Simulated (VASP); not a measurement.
# Cu (Fm-3m) in VASP: notebook

Cu is run at these levels: LDA; tasks: single point.

All numbers are computed with VASP 6.6.1; they aren't measurements. Logs are shortened: lines on timing, memory, paths and dates and some standing lists are left out, and cuts for length are marked.

### Step 1. The cell of the first run

Symmetry: Fm-3m, No. 225, cubic system. Conventional cell: a = 3.518 Å, b = 3.518 Å, c = 3.518 Å, α = 90.00°, β = 90.00°, γ = 90.00°. Within 3.3 Å of Cu (site symmetry m-3m) lie 12 Cu at 2.49 Å.

### Step 2. Single point, LDA

INCAR reads:

```
SYSTEM = Cu
ALGO = Normal
EDIFF = 1E-6
ENCUT = 520
ISIF = 2
ISMEAR = 1
LASPH = .TRUE.
LCHARG = .FALSE.
LREAL = .FALSE.
LWAVE = .FALSE.
NBANDS = 12
NELM = 80
PREC = Accurate
SIGMA = 0.03
```

KPOINTS reads:

```
k-points
0
G
  15 15 15
  0 0 0
```

POSCAR reads:

```
Cu
1.0
    0.0000000000      1.7588202533      1.7588202533
    1.7588202533      0.0000000000      1.7588202533
    1.7588202533      1.7588202533      0.0000000000
Cu
1
Direct
    0.0000000000      0.0000000000      0.0000000000
```

Potentials or basis: VASP PAW LDA potentials, release 64 (Cu).

Started as:

```sh
> cat potpaw_LDA.64/Cu/POTCAR > POTCAR
> mpirun -np 1 vasp_std > vasp.out
```

OUTCAR:

```text
SYSTEM = Cu
   EDIFF = 1E-6
   ENCUT = 520
   ISIF = 2
   ISMEAR = 1
   LASPH = .TRUE.
   LREAL = .FALSE.
   NELM = 80
   PREC = Accurate

 ion  position               nearest neighbor table
   1  0.000  0.000  0.000-

  LATTYP: Found a face centered cubic cell.
 ALAT       =     3.5176405066

  Lattice vectors:

 A1 = (   0.0000000000,   1.7588202533,   1.7588202533)
 A2 = (   1.7588202533,   0.0000000000,   1.7588202533)
 A3 = (   1.7588202533,   1.7588202533,   0.0000000000)

Analysis of symmetry for initial positions (statically):
=====================================================================
 Subroutine PRICEL returns:
 Original cell was already a primitive cell.

 Routine SETGRP: Setting up the symmetry group for a
 face centered cubic supercell.

 Subroutine GETGRP returns: Found 48 space group operations
 (whereof 48 operations were pure point group operations)
 out of a pool of 48 trial point group operations.

The static configuration has the point symmetry O_h .

Analysis of symmetry for dynamics (positions and initial velocities):
=====================================================================
 Subroutine PRICEL returns:
 Original cell was already a primitive cell.

 Routine SETGRP: Setting up the symmetry group for a
 face centered cubic supercell.

 Subroutine GETGRP returns: Found 48 space group operations
 (whereof 48 operations were pure point group operations)
 out of a pool of 48 trial point group operations.

The dynamic configuration has the point symmetry O_h .

 Subroutine INISYM returns: Found 48 space group operations
 (whereof 48 operations are pure point group operations),
 and found     1 'primitive' translations

----------------------------------------------------------------------------------------

                                     Primitive cell

  volume of cell :      10.8816

  direct lattice vectors                    reciprocal lattice vectors
     0.000000000  1.758820253  1.758820253    -0.284281466  0.284281466  0.284281466
     1.758820253  0.000000000  1.758820253     0.284281466 -0.284281466  0.284281466
     1.758820253  1.758820253  0.000000000     0.284281466  0.284281466 -0.284281466

  length of vectors
     2.487347456  2.487347456  2.487347456     0.492389943  0.492389943  0.492389943

  position of ions in fractional coordinates (direct lattice)
     0.000000000  0.000000000  0.000000000

  ion indices of the primitive-cell ions
   primitive index   ion index
                 1           1

----------------------------------------------------------------------------------------
[... 81 lines left out ...]
   NELECT =      11.0000    total number of electrons
   NUPDOWN=      -1.0000    fix difference up-down
   EMIN   =  10.00;   EMAX   =-10.00  energy-range for DOS
   EFERMI =   0.00;   METHOD = LEGACY
   ISMEAR =     1;   SIGMA  =   0.03  broadening in eV -4-tet -1-fermi 0-gaus
   EFERMI_NEDOS =   21; number of points for ismear=-14 and -15
   IALGO  =     38    algorithm
   IMIX   =      4    mixing-type and parameters
     AMIX     =   0.40;   BMIX     =  1.00
     AMIX_MAG =   1.60;   BMIX_MAG =  1.00
  volume/ion in A,a.u.               =      10.88        73.43
  Fermi-wavevector in a.u.,A,eV,Ry     =   1.643013  3.104844 36.728804  2.699491
  Thomas-Fermi vector in A             =   2.733219
   LORBIT       =      0    0 simple, 1 ext, 2 COOP (PROOUT), +10 PAW based schemes
   GGA     = CA    functional components
   LHFCALC =     F    Hartree Fock is set to
   AEXX    =    0.0000 exact exchange contribution
   IVDW    =     0    specifies the selected vdW correction
   LEPSILON=     F    determine dielectric tensor
   LRPA    =     F    only Hartree local field effects (RPA)
 non-spin polarized calculation
 Methfessel and Paxton  Order N= 1 SIGMA  =   0.03
  energy-cutoff  :      520.00
  volume of cell :       10.88
 maximum number of plane-waves:       303
   NGX =  9   NGY =  9   NGZ =  9

 number of electron      10.9999994 magnetization

 Free energy of the ion-electron system (eV)
  ---------------------------------------------------
  ext. energy  EPLUGINS =         0.00000000
  ---------------------------------------------------
  free energy    TOTEN  =        -4.70695625 eV

  energy without entropy =       -4.70679950  energy(sigma->0) =       -4.70690400

 E-fermi :   8.4893     XC(G=0): -13.5891

 val. band max:        8.4865374924   @ k =  -0.4667   0.1333   0.0667
 cond. band min:       8.6405034549   @ k =   0.4667   0.2667   0.0000
 fundamental gap:      0.1539659626
 Fermi energy:         8.4893224944

 k-point     1 :       0.0000    0.0000    0.0000
  band No.  band energies     occupation
      1      -1.5788      2.00000
      2       5.0637      2.00000
      3       5.0637      2.00000
      4       5.0637      2.00000
      5       6.0138      2.00000
      6       6.0138      2.00000
      7      31.7375      0.00000
      8      34.8617      0.00000
      9      34.8617      0.00000
     10      34.8617      0.00000
     11      37.4788      0.00000
     12      37.4788      0.00000
[... 331 lines left out ...]
 k-point    24 :       0.2000    0.1333    0.0000
  band No.  band energies     occupation
      1      -0.0880      2.00000
      2       4.6508      2.00000
      3       5.3720      2.00000
      4       5.4028      2.00000
      5       5.7245      2.00000
      6       6.1722      2.00000
      7      26.9152      0.00000
      8      29.3248      0.00000
      9      30.2697      0.00000
     10      32.5018      0.00000
     11      35.8619      0.00000
     12      41.2861      0.00000

 [... further k-points ...]

------------------------ aborting loop because EDIFF is reached ----------------------------------------

  FORCE on cell =-STRESS in cart. coord.  units (eV):
  Direction    XX          YY          ZZ          XY          YZ          ZX
  --------------------------------------------------------------------------------------
  -------------------------------------------------------------------------------------
  Total        0.0499684      0.0499684      0.0499684     -0.0000000      0.0000000      0.0000000
  in kB        7.3571848      7.3571848      7.3571848     -0.0000000      0.0000000      0.0000000
  external PRESSURE =       7.3571848 kB  Pullay stress =       0.0000000 kB

 VOLUME and BASIS-vectors are now :
 -----------------------------------------------------------------------------
  energy-cutoff  :      520.00
  volume of cell :       10.88
      direct lattice vectors                 reciprocal lattice vectors
     0.000000000  1.758820253  1.758820253    -0.284281466  0.284281466  0.284281466
     1.758820253  0.000000000  1.758820253     0.284281466 -0.284281466  0.284281466
     1.758820253  1.758820253  0.000000000     0.284281466  0.284281466 -0.284281466

 POSITION                                       TOTAL-FORCE (eV/Angst)
 -----------------------------------------------------------------------------------
      0.00000      0.00000      0.00000        -0.000000      0.000000      0.000000
 -----------------------------------------------------------------------------------
    total drift:                                0.000000     -0.000000      0.000000

  FREE ENERGIE OF THE ION-ELECTRON SYSTEM (eV)
  ---------------------------------------------------
  free  energy   TOTEN  =        -4.7069562470 eV

  energy  without entropy=       -4.7067995037  energy(sigma->0) =       -4.70690400
```

OSZICAR:

```text
N       E                     dE             d eps       ncg     rms          rms(c)
DAV:   1     0.408486290739E+02    0.40849E+02   -0.53960E+03  3252   0.161E+03
DAV:   2    -0.437418815834E+01   -0.45223E+02   -0.41416E+02  2968   0.209E+02
DAV:   3    -0.571941572123E+01   -0.13452E+01   -0.13285E+01  3332   0.403E+01
DAV:   4    -0.572817675723E+01   -0.87610E-02   -0.87600E-02  3240   0.284E+00
DAV:   5    -0.572825939458E+01   -0.82637E-04   -0.82635E-04  3440   0.283E-01    0.806E+00
DAV:   6    -0.507736783231E+01    0.65089E+00   -0.14854E+01  3448   0.765E+01    0.371E+00
DAV:   7    -0.472517116016E+01    0.35220E+00   -0.22139E+00  3452   0.295E+01    0.655E-01
DAV:   8    -0.470833761798E+01    0.16834E-01   -0.65704E-03  3696   0.956E-01    0.267E-01
DAV:   9    -0.470694265220E+01    0.13950E-02   -0.62628E-03  3672   0.138E+00    0.127E-02
DAV:  10    -0.470695447718E+01   -0.11825E-04   -0.20869E-05  3164   0.586E-02    0.472E-03
DAV:  11    -0.470695624335E+01   -0.17662E-05   -0.53185E-07  2432   0.119E-02    0.371E-04
DAV:  12    -0.470695624695E+01   -0.36046E-08   -0.52029E-08  1780   0.258E-03
   1 F= -.47069562E+01 E0= -.47069040E+01  d E =-.156743E-03
```

Wall time 8.4 s (1 thread of Intel Xeon 6975P-C, shared host); peak memory 0.12 GiB.

What came out:

* Free energy: -4.7070 eV
* Pressure: 0.7 GPa

Levels at points of the mesh, in eV from the Fermi level:
```tsv
k point	band 2	band 3	band 4	band 5	band 6	band 7	band 8	band 9	band 10	band 11
(0.00, 0.00, 0.00)	-3.43	-3.43	-3.43	-2.48	-2.48	23.25	26.37	26.37	26.37	28.99
```

### Step 3. Single point, LDA

INCAR: that of step 2 with these lines changed.

```diff
@@ -2,3 +2,3 @@
 ALGO = Normal
-EDIFF = 1E-6
+EDIFF = 1E-7
 ENCUT = 520
@@ -13,2 +13,2 @@
 PREC = Accurate
-SIGMA = 0.03
+SIGMA = 0.1
```

KPOINTS is that of step 2.

POSCAR is that of step 2.

Potentials or basis: VASP PAW LDA potentials, release 64 (Cu).

Started as:

```sh
> cat potpaw_LDA.64/Cu/POTCAR > POTCAR
> mpirun -np 1 vasp_std > vasp.out
```

OUTCAR:

```text
SYSTEM = Cu
   EDIFF = 1E-7
   ENCUT = 520
   ISIF = 2
   ISMEAR = 1
   LASPH = .TRUE.
   LREAL = .FALSE.
   NELM = 80
   PREC = Accurate

 ion  position               nearest neighbor table
   1  0.000  0.000  0.000-

  LATTYP: Found a face centered cubic cell.
 ALAT       =     3.5176405066

  Lattice vectors:

 A1 = (   0.0000000000,   1.7588202533,   1.7588202533)
 A2 = (   1.7588202533,   0.0000000000,   1.7588202533)
 A3 = (   1.7588202533,   1.7588202533,   0.0000000000)

Analysis of symmetry for initial positions (statically):
=====================================================================
 Subroutine PRICEL returns:
 Original cell was already a primitive cell.

 Routine SETGRP: Setting up the symmetry group for a
 face centered cubic supercell.

 Subroutine GETGRP returns: Found 48 space group operations
 (whereof 48 operations were pure point group operations)
 out of a pool of 48 trial point group operations.

The static configuration has the point symmetry O_h .

Analysis of symmetry for dynamics (positions and initial velocities):
=====================================================================
 Subroutine PRICEL returns:
 Original cell was already a primitive cell.

 Routine SETGRP: Setting up the symmetry group for a
 face centered cubic supercell.

 Subroutine GETGRP returns: Found 48 space group operations
 (whereof 48 operations were pure point group operations)
 out of a pool of 48 trial point group operations.

The dynamic configuration has the point symmetry O_h .

 Subroutine INISYM returns: Found 48 space group operations
 (whereof 48 operations are pure point group operations),
 and found     1 'primitive' translations

----------------------------------------------------------------------------------------

                                     Primitive cell

  volume of cell :      10.8816

[... 107 lines left out ...]
  volume/ion in A,a.u.               =      10.88        73.43
  Fermi-wavevector in a.u.,A,eV,Ry     =   1.643013  3.104844 36.728804  2.699491
  Thomas-Fermi vector in A             =   2.733219
   LORBIT       =      0    0 simple, 1 ext, 2 COOP (PROOUT), +10 PAW based schemes
   GGA     = CA    functional components
   LHFCALC =     F    Hartree Fock is set to
   AEXX    =    0.0000 exact exchange contribution
   IVDW    =     0    specifies the selected vdW correction
   LEPSILON=     F    determine dielectric tensor
   LRPA    =     F    only Hartree local field effects (RPA)
 non-spin polarized calculation
 Methfessel and Paxton  Order N= 1 SIGMA  =   0.10
  energy-cutoff  :      520.00
  volume of cell :       10.88
 maximum number of plane-waves:       303
   NGX =  9   NGY =  9   NGZ =  9

 number of electron      10.9999994 magnetization

 Free energy of the ion-electron system (eV)
  ---------------------------------------------------
  ext. energy  EPLUGINS =         0.00000000
  ---------------------------------------------------
  free energy    TOTEN  =        -4.70722327 eV

  energy without entropy =       -4.70712345  energy(sigma->0) =       -4.70719000

 E-fermi :   8.5025     XC(G=0): -13.5892

 val. band max:        8.4861755481   @ k =  -0.4667   0.1333   0.0667
 cond. band min:       8.6400407865   @ k =   0.4667   0.2667   0.0000
 fundamental gap:      0.1538652384
 Fermi energy:         8.5024899359

 k-point     1 :       0.0000    0.0000    0.0000
  band No.  band energies     occupation
      1      -1.5788      2.00000
      2       5.0629      2.00000
      3       5.0629      2.00000
      4       5.0629      2.00000
      5       6.0130      2.00000
      6       6.0130      2.00000
      7      31.7375      0.00000
      8      34.8616      0.00000
      9      34.8616      0.00000
     10      34.8616      0.00000
     11      37.4786      0.00000
     12      37.4786      0.00000
[... 331 lines left out ...]
 k-point    24 :       0.2000    0.1333    0.0000
  band No.  band energies     occupation
      1      -0.0880      2.00000
      2       4.6501      2.00000
      3       5.3713      2.00000
      4       5.4020      2.00000
      5       5.7238      2.00000
      6       6.1714      2.00000
      7      26.9150      0.00000
      8      29.3246      0.00000
      9      30.2696      0.00000
     10      32.5017      0.00000
     11      35.8617      0.00000
     12      41.2860      0.00000

 [... further k-points ...]
[... 5 lines left out ...]
  --------------------------------------------------------------------------------------
  -------------------------------------------------------------------------------------
  Total        0.0471691      0.0471691      0.0471691     -0.0000000     -0.0000000     -0.0000000
  in kB        6.9450194      6.9450194      6.9450194     -0.0000000     -0.0000000     -0.0000000
  external PRESSURE =       6.9450194 kB  Pullay stress =       0.0000000 kB

 VOLUME and BASIS-vectors are now :
 -----------------------------------------------------------------------------
  energy-cutoff  :      520.00
  volume of cell :       10.88
      direct lattice vectors                 reciprocal lattice vectors
     0.000000000  1.758820253  1.758820253    -0.284281466  0.284281466  0.284281466
     1.758820253  0.000000000  1.758820253     0.284281466 -0.284281466  0.284281466
     1.758820253  1.758820253  0.000000000     0.284281466  0.284281466 -0.284281466

 POSITION                                       TOTAL-FORCE (eV/Angst)
 -----------------------------------------------------------------------------------
      0.00000      0.00000      0.00000        -0.000000     -0.000000      0.000000
 -----------------------------------------------------------------------------------
    total drift:                                0.000000     -0.000000      0.000000

  FREE ENERGIE OF THE ION-ELECTRON SYSTEM (eV)
  ---------------------------------------------------
  free  energy   TOTEN  =        -4.7072232716 eV

  energy  without entropy=       -4.7071234479  energy(sigma->0) =       -4.70719000
```

Wall time 10 s (1 thread of Intel Xeon 6975P-C, shared host); peak memory 0.12 GiB.

What came out:

| Item | Value |
| --- | --- |
| Free energy | -4.7072 eV |
| Pressure | 0.7 GPa |

Levels at points of the mesh, in eV from the Fermi level:
| k point | band 3 | band 4 | band 5 | band 6 | band 7 | band 8 | band 9 | band 10 |
| --- | --- | --- | --- | --- | --- | --- | --- | --- |
| (0.00, 0.00, 0.00) | -3.44 | -3.44 | -2.49 | -2.49 | 23.24 | 26.36 | 26.36 | 26.36 |

### Step 4. Single point, LDA

INCAR reads:

```
SYSTEM = Cu
PREC = Accurate
ENCUT = 520
EDIFF = 1E-6
ISMEAR = 1
SIGMA = 0.2
LREAL = .False.
LASPH = .True.
NELM = 100
ALGO = Normal
ISIF = 2
LWAVE = .False.
LCHARG = .False.
NBANDS = 12
```

KPOINTS reads:

```
regular mesh
0
Gamma
  15 15 15
  0 0 0
```

POSCAR is that of step 3.

Started as:

```sh
> cat potpaw_LDA.64/Cu/POTCAR > POTCAR
> mpirun -np 1 vasp_std > vasp.out
```

Run time: 9 s. Hardware: 1 thread of Intel Xeon 6975P-C, shared host; peak memory 0.12 GiB.

The run converged. Its results:

```
Free energy : -4.7072 eV
Pressure    : 0.7 GPa
```

Levels at points of the mesh, in eV from the Fermi level:
| k point | band 4 | band 5 | band 6 | band 7 | band 8 | band 9 |
| --- | --- | --- | --- | --- | --- | --- |
| (0.00, 0.00, 0.00) | -3.46 | -2.51 | -2.51 | 23.22 | 26.34 | 26.34 |

### Step 5. Overview

| smearing | gap on the mesh (eV) | pressure (GPa) |
| --- | --- | --- |
| methfessel-paxton 0.03 eV | none | 0.7 |
| methfessel-paxton 0.1 eV | none | 0.7 |
| methfessel-paxton 0.2 eV | none | 0.7 |

Alike in all rows: task single point; level LDA; potentials or basis VASP PAW LDA potentials, release 64 (Cu); no spin polarisation; cell as given; k mesh 15 × 15 × 15; cutoff (eV) 520.

Every run on the cell as given and a fine mesh finds a metal.

Total energies depend on the potentials used, so only differences within one code and one set of settings carry meaning.
